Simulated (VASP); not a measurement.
# CdF2 (I4/mmm) in VASP: further runs, part 2 of 2

VASP 6.6.1.

## (3) Single point, PBE (strain +0.030 along x and y, -0.030 along z)

Input file INCAR:

```
SYSTEM = CdF2
ALGO = Normal
EDIFF = 1E-6
ENCUT = 520
GGA = PE
ISIF = 2
ISMEAR = 0
LASPH = .TRUE.
LCHARG = .FALSE.
LREAL = .FALSE.
LWAVE = .FALSE.
NBANDS = 20
NELM = 60
PREC = Accurate
SIGMA = 0.05
```

Input file KPOINTS:

```
k-points
0
G
  8 8 8
  0 0 0
```

Input file POSCAR:

```
CdF2
1.0
    0.0000000000      2.7748200000      2.6131800000
    2.7748200000      0.0000000000      2.6131800000
    2.7748200000      2.7748200000      0.0000000000
Cd F
1 2
Direct
    0.0000000000      0.0000000000      0.0000000000
    0.2500000000      0.2500000000      0.2500000000
    0.7500000000      0.7500000000      0.7500000000
```

Potentials or basis: VASP PAW PBE potentials, release 64 (Cd, F).

Started as:

```console
$ cat potpaw_PBE.64/Cd/POTCAR potpaw_PBE.64/F/POTCAR > POTCAR
$ mpirun -np 1 vasp_std > vasp.out
```

OUTCAR:

```text
SYSTEM = CdF2
   EDIFF = 1E-6
   ENCUT = 520
   GGA = PE
   ISIF = 2
   ISMEAR = 0
   LASPH = .TRUE.
   LREAL = .FALSE.
   NELM = 60
   PREC = Accurate

 ion  position               nearest neighbor table
   1  0.000  0.000  0.000-   3 2.36   3 2.36   3 2.36   2 2.36   3 2.36   2 2.36   2 2.36   2 2.36

   2  0.250  0.250  0.250-   1 2.36   1 2.36   1 2.36   1 2.36
   3  0.750  0.750  0.750-   1 2.36   1 2.36   1 2.36   1 2.36

  LATTYP: Found a body centered tetragonal cell.
 ALAT       =     3.9241880771
 C/A-ratio  =     1.3318321898

  Lattice vectors:

 A1 = (   0.0000000000,  -2.7748200000,  -2.6131800000)
 A2 = (   0.0000000000,   2.7748200000,  -2.6131800000)
 A3 = (   2.7748200000,   0.0000000000,   2.6131800000)

Analysis of symmetry for initial positions (statically):
=====================================================================
 Subroutine PRICEL returns:
 Original cell was already a primitive cell.

 Routine SETGRP: Setting up the symmetry group for a
 body centered tetragonal supercell.

 Subroutine GETGRP returns: Found 16 space group operations
 (whereof 16 operations were pure point group operations)
 out of a pool of 16 trial point group operations.

The static configuration has the point symmetry D_4h.

Analysis of symmetry for dynamics (positions and initial velocities):
=====================================================================
 Subroutine PRICEL returns:
 Original cell was already a primitive cell.

 Routine SETGRP: Setting up the symmetry group for a
 body centered tetragonal supercell.

[... 116 lines left out ...]
   PSTRESS=    0.0 pullay stress
   NELECT =      26.0000    total number of electrons
   NUPDOWN=      -1.0000    fix difference up-down
   EMIN   =  10.00;   EMAX   =-10.00  energy-range for DOS
   EFERMI =   0.00;   METHOD = LEGACY
   ISMEAR =     0;   SIGMA  =   0.05  broadening in eV -4-tet -1-fermi 0-gaus
   EFERMI_NEDOS =   21; number of points for ismear=-14 and -15
   IALGO  =     38    algorithm
   IMIX   =      4    mixing-type and parameters
     AMIX     =   0.40;   BMIX     =  1.00
     AMIX_MAG =   1.60;   BMIX_MAG =  1.00
  volume/ion in A,a.u.               =      13.41        90.52
  Fermi-wavevector in a.u.,A,eV,Ry     =   1.415282  2.674495 27.252782  2.003023
  Thomas-Fermi vector in A             =   2.536737
   LORBIT       =      0    0 simple, 1 ext, 2 COOP (PROOUT), +10 PAW based schemes
   GGA     = PE    functional components
   LHFCALC =     F    Hartree Fock is set to
   AEXX    =    0.0000 exact exchange contribution
   IVDW    =     0    specifies the selected vdW correction
   LEPSILON=     F    determine dielectric tensor
   LRPA    =     F    only Hartree local field effects (RPA)
 non-spin polarized calculation
 Gauss-broadening in eV      SIGMA  =   0.05
  energy-cutoff  :      520.00
  volume of cell :       40.24
 maximum number of plane-waves:      1110
   NGX = 15   NGY = 15   NGZ = 15

 number of electron      25.9999992 magnetization

 Free energy of the ion-electron system (eV)
  ---------------------------------------------------
  ext. energy  EPLUGINS =         0.00000000
  ---------------------------------------------------
  free energy    TOTEN  =       -10.86131444 eV

  energy without entropy =      -10.86131444  energy(sigma->0) =      -10.86131444

 E-fermi :  -1.1244     XC(G=0): -10.2595

 val. band max:       -1.4274987559   @ k =  -0.1250   0.5000   0.3750
 cond. band min:       1.4139733543   @ k =   0.0000   0.0000   0.0000
 fundamental gap:      2.8414721102
 Fermi energy:        -1.1244208724

 k-point     1 :       0.0000    0.0000    0.0000
  band No.  band energies     occupation
      1     -22.1631      2.00000
      2     -21.1184      2.00000
      3      -7.0602      2.00000
      4      -7.0602      2.00000
      5      -7.0332      2.00000
      6      -5.9933      2.00000
[... 541 lines left out ...]
     19      17.6593      0.00000
     20      19.0028      0.00000

 [... further k-points ...]

------------------------ aborting loop because EDIFF is reached ----------------------------------------

  FORCE on cell =-STRESS in cart. coord.  units (eV):
  Direction    XX          YY          ZZ          XY          YZ          ZX
  --------------------------------------------------------------------------------------
  -------------------------------------------------------------------------------------
  Total        0.1760442      0.1760442      1.8036170      0.0000000      0.0000000      0.0000000
  in kB        7.0091171      7.0091171     71.8101709      0.0000000      0.0000000      0.0000000
  external PRESSURE =      28.6094684 kB  Pullay stress =       0.0000000 kB

 VOLUME and BASIS-vectors are now :
 -----------------------------------------------------------------------------
  energy-cutoff  :      520.00
  volume of cell :       40.24
      direct lattice vectors                 reciprocal lattice vectors
     0.000000000  2.774820000  2.613180000    -0.180191868  0.180191868  0.191337757
     2.774820000  0.000000000  2.613180000     0.180191868 -0.180191868  0.191337757
     2.774820000  2.774820000  0.000000000     0.180191868  0.180191868 -0.191337757

 POSITION                                       TOTAL-FORCE (eV/Angst)
 -----------------------------------------------------------------------------------
      0.00000      0.00000      0.00000         0.000000     -0.000000     -0.000000
      1.38741      1.38741      1.30659        -0.000000      0.000000     -0.000000
      4.16223      4.16223      3.91977         0.000000      0.000000      0.000000
 -----------------------------------------------------------------------------------
    total drift:                                0.000000      0.000000      0.000000

  FREE ENERGIE OF THE ION-ELECTRON SYSTEM (eV)
  ---------------------------------------------------
  free  energy   TOTEN  =       -10.8613144441 eV

  energy  without entropy=      -10.8613144441  energy(sigma->0) =      -10.86131444
```

OSZICAR:

```text
N       E                     dE             d eps       ncg     rms          rms(c)
DAV:   1     0.193318804234E+03    0.19332E+03   -0.15526E+04  2464   0.132E+03
DAV:   2    -0.422059284528E+01   -0.19754E+03   -0.19010E+03  2604   0.340E+02
DAV:   3    -0.125885211481E+02   -0.83679E+01   -0.83461E+01  2684   0.758E+01
DAV:   4    -0.126255273121E+02   -0.37006E-01   -0.37004E-01  2596   0.518E+00
DAV:   5    -0.126256656302E+02   -0.13832E-03   -0.13832E-03  2644   0.281E-01    0.987E+00
DAV:   6    -0.108328586968E+02    0.17928E+01   -0.41058E+00  3008   0.385E+01    0.710E+00
DAV:   7    -0.108794913966E+02   -0.46633E-01   -0.93299E-01  2432   0.865E+00    0.405E+00
DAV:   8    -0.108704498078E+02    0.90416E-02   -0.15392E-01  2468   0.358E+00    0.736E-01
DAV:   9    -0.108606047319E+02    0.98451E-02   -0.38097E-02  2816   0.231E+00    0.929E-02
DAV:  10    -0.108611811097E+02   -0.57638E-03   -0.30384E-03  2448   0.624E-01    0.126E-01
DAV:  11    -0.108612902138E+02   -0.10910E-03   -0.17563E-04  2608   0.133E-01    0.416E-02
DAV:  12    -0.108613129085E+02   -0.22695E-04   -0.51769E-05  2452   0.605E-02    0.187E-02
DAV:  13    -0.108613147880E+02   -0.18795E-05   -0.85645E-06  2608   0.238E-02    0.422E-03
DAV:  14    -0.108613144441E+02    0.34395E-06   -0.87667E-07  2088   0.116E-02
   1 F= -.10861314E+02 E0= -.10861314E+02  d E =-.278183E-19
```

stdout:

```text
POSCAR found type information on POSCAR CdF
 POSCAR found :  2 types and       3 ions
 scaLAPACK will be used
 LDA part: xc-table for (Slater+PW92), standard interpolation
 POSCAR, INCAR and KPOINTS ok, starting setup
 FFT: planning ... GRIDC
 FFT: planning ... GRID_SOFT
 FFT: planning ... GRID
 WAVECAR not read
 entering main loop
```

It took 71 s on 1 thread of Intel Xeon 8259CL, shared host; peak memory 0.19 GiB.

Results:

```
Free energy            : -10.8613 eV
Pressure               : 2.9 GPa
Band gap on the k mesh : 2.84 eV (least direct gap 3.41 eV)
```

Caveat: the cell differs from its parent crystal (strain +0.030 along x and y, -0.030 along z). A k mesh can miss the band edges.

## (4) Single point, PBE (strain +0.030 along x and y, -0.015 along z)

Input file INCAR:

```
  PREC = Accurate
  ENCUT = 520
  EDIFF = 1E-6
  ISMEAR = 0
  SIGMA = 0.05
  LREAL = F
  LASPH = T
  NELM = 80
  ALGO = Normal
  ISIF = 2
  LWAVE = F
  LCHARG = F
  GGA = PE
  NBANDS = 20
```

Input file KPOINTS:

```
regular mesh
0
Gamma
  8 8 8
```

Input file POSCAR:

```
CdF2
1.0
    0.0000000000      2.7748200000      2.6535900000
    2.7748200000      0.0000000000      2.6535900000
    2.7748200000      2.7748200000      0.0000000000
Cd F
1 2
Direct
    0.0000000000      0.0000000000      0.0000000000
    0.2500000000      0.2500000000      0.2500000000
    0.7500000000      0.7500000000      0.7500000000
```

Started as:

```console
$ cat potpaw_PBE.64/Cd/POTCAR potpaw_PBE.64/F/POTCAR > POTCAR
$ mpirun -np 1 vasp_std > vasp.out
```

Run time: 65 s. Hardware: 1 thread of Intel Xeon 8259CL, shared host; peak memory 0.2 GiB.

The run converged. Its results:

```yaml
Free_energy: -10.8850 eV
Pressure: 1.3 GPa
Band_gap_on_the_k_mesh: 2.84 eV (least direct gap 3.40 eV)
```

Stress tensor (GPa, compression positive):
```
-0.30  0.00  0.00
 0.00 -0.30  0.00
 0.00  0.00  4.43
```

Levels at points of the mesh, in eV from the valence-band top:
```csv
k point,band 9,band 10,band 11,band 12,band 13,band 14,band 15,band 16,band 17,band 18
"(0.00, 0.00, 0.00)",-1.03,-0.70,-0.66,-0.56,-0.56,2.84,12.36,12.49,12.49,17.19
"(0.50, 0.00, 0.00)",-2.13,-1.77,-1.67,-0.49,-0.46,6.78,8.93,13.91,14.22,17.58
"(0.50, 0.50, 0.00)",-2.83,-2.83,-0.29,-0.17,-0.17,7.51,9.30,11.80,13.69,13.69
"(0.50, 0.00, 0.50)",-2.82,-2.68,-0.54,-0.19,-0.02,7.60,9.37,11.78,13.65,14.15
```

Caveat: the cell differs from its parent crystal (strain +0.030 along x and y, -0.015 along z). A k mesh can miss the band edges.

## (5) Overview

```tsv
cell	gap on the mesh (eV)	pressure (GPa)
a = 3.782, b = 3.782, c = 3.867 Å, angles 59.3, 59.3, 61.5°, 3 atoms	3.00	6.3
a = 3.812, b = 3.812, c = 3.924 Å, angles 59.0, 59.0, 62.0°, 3 atoms	2.84	2.9
a = 3.839, b = 3.839, c = 3.924 Å, angles 59.3, 59.3, 61.5°, 3 atoms	2.84	1.3
```

Alike in all rows: task single point; level PBE; potentials or basis VASP PAW PBE potentials, release 64 (Cd, F); no spin polarisation; k mesh 8 × 8 × 8; cutoff (eV) 520; smearing gaussian 0.05 eV.

Caveats: the cell stands under pressure (at least some runs).

Absolute energies hang on the potentials; compare differences alone.
